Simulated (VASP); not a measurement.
# Zr (Fm-3m) in VASP: single point with LDA

Aim: the single point of Zr with LDA.

All numbers are computed with VASP 6.6.1; they aren't measurements. Logs are shortened: lines on timing, memory, paths and dates and some standing lists are left out, and cuts for length are marked.

### Step 1. The cell of the first run

Symmetry: Fm-3m, No. 225, cubic system. The conventional cell has a = 7.051 Å, b = 7.051 Å, c = 7.051 Å, α = 90.00°, β = 90.00°, γ = 90.00°.

This isn't the form of Zr at room conditions, which is hcp.

### Step 2. Single point, LDA

INCAR reads:

```
SYSTEM = Zr
PREC = Accurate
ENCUT = 500
EDIFF = 1E-6
ISMEAR = 1
SIGMA = 0.1
LREAL = .False.
LASPH = .True.
NELM = 120
ALGO = Normal
ISIF = 2
LWAVE = .False.
LCHARG = .False.
NBANDS = 12
GGA_COMPAT = .False.
```

KPOINTS reads:

```
regular mesh
0
Gamma
  6 6 6
  0 0 0
```

POSCAR reads:

```
Zr
1.0
    0.0000000000      3.5255800000      3.5255800000
    3.5255800000      0.0000000000      3.5255800000
    3.5255800000      3.5255800000      0.0000000000
Zr
1
Direct
    0.5000000000      0.5000000000      0.5000000000
```

Potentials or basis: VASP PAW LDA potentials, release 64 (Zr_sv).

Launch:

```
> cat potpaw_LDA.64/Zr_sv/POTCAR > POTCAR
> mpirun -np 1 vasp_std > vasp.out
```

OUTCAR:

```text
SYSTEM = Zr
   PREC = Accurate
   ENCUT = 500
   EDIFF = 1E-6
   ISMEAR = 1
   LREAL = .False.
   LASPH = .True.
   NELM = 120
   ISIF = 2

 ion  position               nearest neighbor table
   1  0.500  0.500  0.500-

  LATTYP: Found a face centered cubic cell.
 ALAT       =     7.0511600000

  Lattice vectors:

 A1 = (   0.0000000000,   3.5255800000,   3.5255800000)
 A2 = (   3.5255800000,   0.0000000000,   3.5255800000)
 A3 = (   3.5255800000,   3.5255800000,   0.0000000000)

Analysis of symmetry for initial positions (statically):
=====================================================================
 Subroutine PRICEL returns:
 Original cell was already a primitive cell.

 Routine SETGRP: Setting up the symmetry group for a
 face centered cubic supercell.

 Subroutine GETGRP returns: Found 48 space group operations
 (whereof 48 operations were pure point group operations)
 out of a pool of 48 trial point group operations.

The static configuration has the point symmetry O_h .

Analysis of symmetry for dynamics (positions and initial velocities):
=====================================================================
 Subroutine PRICEL returns:
 Original cell was already a primitive cell.

 Routine SETGRP: Setting up the symmetry group for a
 face centered cubic supercell.

 Subroutine GETGRP returns: Found 48 space group operations
 (whereof 48 operations were pure point group operations)
 out of a pool of 48 trial point group operations.

The dynamic configuration has the point symmetry O_h .

 Subroutine INISYM returns: Found 48 space group operations
 (whereof 48 operations are pure point group operations),
 and found     1 'primitive' translations

----------------------------------------------------------------------------------------

                                     Primitive cell

  volume of cell :      87.6439

  direct lattice vectors                    reciprocal lattice vectors
     0.000000000  3.525580000  3.525580000    -0.141820637  0.141820637  0.141820637
     3.525580000  0.000000000  3.525580000     0.141820637 -0.141820637  0.141820637
     3.525580000  3.525580000  0.000000000     0.141820637  0.141820637 -0.141820637

  length of vectors
     4.985923051  4.985923051  4.985923051     0.245640548  0.245640548  0.245640548

  position of ions in fractional coordinates (direct lattice)
     0.500000000  0.500000000  0.500000000

  ion indices of the primitive-cell ions
   primitive index   ion index
                 1           1

----------------------------------------------------------------------------------------

 KPOINTS: regular mesh

Automatic generation of k-mesh.
 Grid dimensions read from file:
 generate k-points for:    6    6    6

 Generating k-lattice:

  Cartesian coordinates                     Fractional coordinates (reciprocal lattice)
    -0.023636773  0.023636773  0.023636773     0.166666667  0.000000000  0.000000000
     0.023636773 -0.023636773  0.023636773     0.000000000  0.166666667  0.000000000
     0.023636773  0.023636773 -0.023636773     0.000000000  0.000000000  0.166666667

  Length of vectors
     0.040940091  0.040940091  0.040940091

  Shift w.r.t. Gamma in fractional coordinates (k-lattice)
     0.000000000  0.000000000  0.000000000

 Subroutine IBZKPT returns following result:
 ===========================================

 Found     16 irreducible k-points:

 Following reciprocal coordinates:
            Coordinates               Weight
  0.000000  0.000000  0.000000      1.000000
  0.166667  0.000000  0.000000      8.000000
  0.333333  0.000000  0.000000      8.000000
  0.500000  0.000000  0.000000      4.000000
  0.166667  0.166667  0.000000      6.000000
  0.333333  0.166667  0.000000     24.000000
[... 8 lines left out ...]
 -0.333333  0.333333  0.166667     24.000000
 -0.333333  0.500000  0.166667     12.000000
   k-points           NKPTS =     16   k-points in BZ     NKDIM =     16   number of bands    NBANDS=     12
   number of dos      NEDOS =    301   number of ions     NIONS =      1
   total plane-waves  NPLWV =  46656
   dimension x,y,z NGX =    36 NGY =   36 NGZ =   36
   dimension x,y,z NGXF=    72 NGYF=   72 NGZF=   72
   ions per type =               1
   NGX,Y,Z   is equivalent  to a cutoff of  12.00, 12.00, 12.00 a.u.
   NGXF,Y,Z  is equivalent  to a cutoff of  24.01, 24.01, 24.01 a.u.
 SYSTEM =  Zr
   PREC   = accura    normal or accurate (medium, high low for compatibility)
   ISTART =      0    job   : 0-new  1-cont  2-samecut
   ICHARG =      2    charge: 1-file 2-atom 10-const
   ISPIN  =      1    spin polarized calculation?
   LNONCOLLINEAR =      F non collinear calculations
   LSORBIT =      F    spin-orbit coupling
   LASPH  =      T    aspherical Exc in radial PAW
   ENCUT  =  500.0 eV  36.75 Ry    6.06 a.u.   9.09  9.09  9.09*2*pi/ulx,y,z
   NELM   =    120;   NELMIN=  2; NELMDL= -5     # of ELM steps
   EDIFF  = 0.1E-05   stopping-criterion for ELM
   LREAL  =      F    real-space projection
   EDIFFG = 0.1E-04   stopping-criterion for IOM
   NSW    =      0    number of steps for IOM
   IBRION =     -1    ionic relax: 0-MD 1-quasi-New 2-CG
   NFREE  =      0    steps in history (QN), initial steepest desc. (CG)
   ISIF   =      2    stress and relaxation
   ISYM   =      2    0-nonsym 1-usesym 2-fastsym
   POTIM  = 0.5000    time-step for ionic-motion
   TEBEG  =    0.0;   TEEND  =   0.0 temperature during run
   PSTRESS=    0.0 pullay stress
   NELECT =      12.0000    total number of electrons
   NUPDOWN=      -1.0000    fix difference up-down
   EMIN   =  10.00;   EMAX   =-10.00  energy-range for DOS
   EFERMI =   0.00;   METHOD = LEGACY
   ISMEAR =     1;   SIGMA  =   0.10  broadening in eV -4-tet -1-fermi 0-gaus
   EFERMI_NEDOS =   21; number of points for ismear=-14 and -15
   IALGO  =     38    algorithm
   IMIX   =      4    mixing-type and parameters
     AMIX     =   0.40;   BMIX     =  1.00
     AMIX_MAG =   1.60;   BMIX_MAG =  1.00
  volume/ion in A,a.u.               =      87.64       591.45
  Fermi-wavevector in a.u.,A,eV,Ry     =   0.843778  1.594509  9.686813  0.711961
  Thomas-Fermi vector in A             =   1.958700
   LORBIT       =      0    0 simple, 1 ext, 2 COOP (PROOUT), +10 PAW based schemes
   GGA     = CA    functional components
   LHFCALC =     F    Hartree Fock is set to
   AEXX    =    0.0000 exact exchange contribution
   IVDW    =     0    specifies the selected vdW correction
   LEPSILON=     F    determine dielectric tensor
   LRPA    =     F    only Hartree local field effects (RPA)
 non-spin polarized calculation
 Methfessel and Paxton  Order N= 1 SIGMA  =   0.10
  energy-cutoff  :      500.00
  volume of cell :       87.64
 maximum number of plane-waves:      2252
   NGX = 19   NGY = 19   NGZ = 19

 number of electron      11.9999999 magnetization

 Free energy of the ion-electron system (eV)
  ---------------------------------------------------
  ext. energy  EPLUGINS =         0.00000000
  ---------------------------------------------------
  free energy    TOTEN  =        -3.34271911 eV

  energy without entropy =       -3.33650488  energy(sigma->0) =       -3.34064770

 E-fermi :  -0.0262     XC(G=0):  -6.3969

 val. band max:       -0.0376181837   @ k =  -0.3333   0.1667   0.0000
 cond. band min:      -0.0125354230   @ k =   0.3333   0.0000   0.0000
 fundamental gap:      0.0250827606
 Fermi energy:        -0.0261781769

 k-point     1 :       0.0000    0.0000    0.0000
  band No.  band energies     occupation
      1     -50.5361      2.00000
      2     -28.5985      2.00000
      3     -28.5985      2.00000
      4     -28.5985      2.00000
      5      -2.5922      2.00000
      6       0.0750     -0.05261
      7       0.0750     -0.05261
      8       0.0750     -0.05261
      9       0.3789     -0.00000
     10       0.3789     -0.00000
     11       6.5944      0.00000
     12       6.5944      0.00000

 k-point     2 :       0.1667    0.0000    0.0000
  band No.  band energies     occupation
      1     -50.5361      2.00000
      2     -28.5996      2.00000
      3     -28.5986      2.00000
      4     -28.5986      2.00000
      5      -2.3234      2.00000
      6       0.0127      0.39396
      7       0.1255     -0.05378
      8       0.1255     -0.05378
      9       0.3716     -0.00000
     10       0.3716     -0.00000
     11       4.8058      0.00000
     12       6.3864      0.00000

 k-point     3 :       0.3333    0.0000    0.0000
  band No.  band energies     occupation
      1     -50.5360      2.00000
      2     -28.6018      2.00000
      3     -28.5990      2.00000
      4     -28.5990      2.00000
      5      -1.6148      2.00000
      6      -0.0125      0.77146
      7       0.1093     -0.06659
      8       0.1093     -0.06659
      9       0.5005     -0.00000
     10       0.5005     -0.00000
     11       2.4966      0.00000
     12       5.8939      0.00000

 k-point     4 :       0.5000    0.0000    0.0000
  band No.  band energies     occupation
      1     -50.5360      2.00000
      2     -28.6030      2.00000
      3     -28.5992      2.00000
      4     -28.5992      2.00000
      5      -1.1211      2.00000
      6       0.0712     -0.04429
      7       0.0712     -0.04429
      8       0.4543     -0.00000
      9       0.6107     -0.00000
     10       0.6107     -0.00000
     11       0.9490     -0.00000
     12       5.6207      0.00000

 k-point     5 :       0.1667    0.1667    0.0000
  band No.  band energies     occupation
      1     -50.5361      2.00000
      2     -28.5996      2.00000
      3     -28.5989      2.00000
      4     -28.5989      2.00000
      5      -2.2319      2.00000
      6      -0.0465      1.33588
      7       0.1860     -0.01056
      8       0.1860     -0.01056
      9       0.2584     -0.00043
     10       0.4323     -0.00000
     11       5.4460      0.00000
     12       5.6255      0.00000
[... 108 lines left out ...]
      1     -50.5359      2.00000
      2     -28.6028      2.00000
      3     -28.6003      2.00000
      4     -28.6003      2.00000
      5      -0.6613      2.00000
      6      -0.3754      2.00001
      7       0.6000     -0.00000
      8       0.6706     -0.00000
      9       0.6706     -0.00000
     10       0.9490     -0.00000
     11       1.1499     -0.00000
     12       3.7127      0.00000

 k-point    14 :       0.5000    0.3333    0.1667
  band No.  band energies     occupation
      1     -50.5360      2.00000
      2     -28.6019      2.00000
      3     -28.6004      2.00000
      4     -28.5996      2.00000
      5      -0.9896      2.00000
      6      -0.1917      2.04105
      7      -0.0442      1.30021
      8       0.3801     -0.00000
      9       0.4742     -0.00000
     10       0.7196     -0.00000
     11       2.5890      0.00000
     12       3.5144      0.00000

 k-point    15 :      -0.3333    0.3333    0.1667
  band No.  band energies     occupation
      1     -50.5359      2.00000
      2     -28.6021      2.00000
      3     -28.6010      2.00000
      4     -28.5999      2.00000
      5      -0.4903      2.00000
      6      -0.1714      2.05941
      7      -0.0473      1.34803
      8       0.3053     -0.00003
      9       0.5696     -0.00000
     10       0.8654     -0.00000
     11       1.8380     -0.00000
     12       3.1640      0.00000

 k-point    16 :      -0.3333    0.5000    0.1667
  band No.  band energies     occupation
      1     -50.5359      2.00000
      2     -28.6022      2.00000
      3     -28.6009      2.00000
      4     -28.6003      2.00000
      5      -0.4043      2.00000
      6      -0.2609      2.00446
      7       0.1108     -0.06564
      8       0.3583     -0.00000
      9       0.6709     -0.00000
     10       0.9808     -0.00000
     11       1.8183     -0.00000
     12       2.9898      0.00000

------------------------ aborting loop because EDIFF is reached ----------------------------------------

  FORCE on cell =-STRESS in cart. coord.  units (eV):
  Direction    XX          YY          ZZ          XY          YZ          ZX
  --------------------------------------------------------------------------------------
  -------------------------------------------------------------------------------------
  Total       -4.0832460     -4.0832460     -4.0832460     -0.0000000      0.0000000     -0.0000000
  in kB      -74.6439161    -74.6439161    -74.6439161     -0.0000000      0.0000000     -0.0000000
  external PRESSURE =     -74.6439161 kB  Pullay stress =       0.0000000 kB

 VOLUME and BASIS-vectors are now :
 -----------------------------------------------------------------------------
  energy-cutoff  :      500.00
  volume of cell :       87.64
      direct lattice vectors                 reciprocal lattice vectors
     0.000000000  3.525580000  3.525580000    -0.141820637  0.141820637  0.141820637
     3.525580000  0.000000000  3.525580000     0.141820637 -0.141820637  0.141820637
     3.525580000  3.525580000  0.000000000     0.141820637  0.141820637 -0.141820637

 POSITION                                       TOTAL-FORCE (eV/Angst)
 -----------------------------------------------------------------------------------
      3.52558      3.52558      3.52558         0.000000     -0.000000      0.000000
 -----------------------------------------------------------------------------------
    total drift:                                0.000000      0.000000      0.000000

  FREE ENERGIE OF THE ION-ELECTRON SYSTEM (eV)
  ---------------------------------------------------
  free  energy   TOTEN  =        -3.3427191068 eV

  energy  without entropy=       -3.3365048760  energy(sigma->0) =       -3.34064770
```

Wall time 27 s (1 thread of AMD EPYC 7R43 (Zen 3), shared host); peak memory 0.13 GiB.

Results:

| Item | Value |
| --- | --- |
| Free energy | -3.3427 eV |
| Pressure | -7.5 GPa |
| Band gap on the k mesh | zero (bands 6 and 7 overlap by 0.12 eV) |

Caveat: the cell stands under tension.
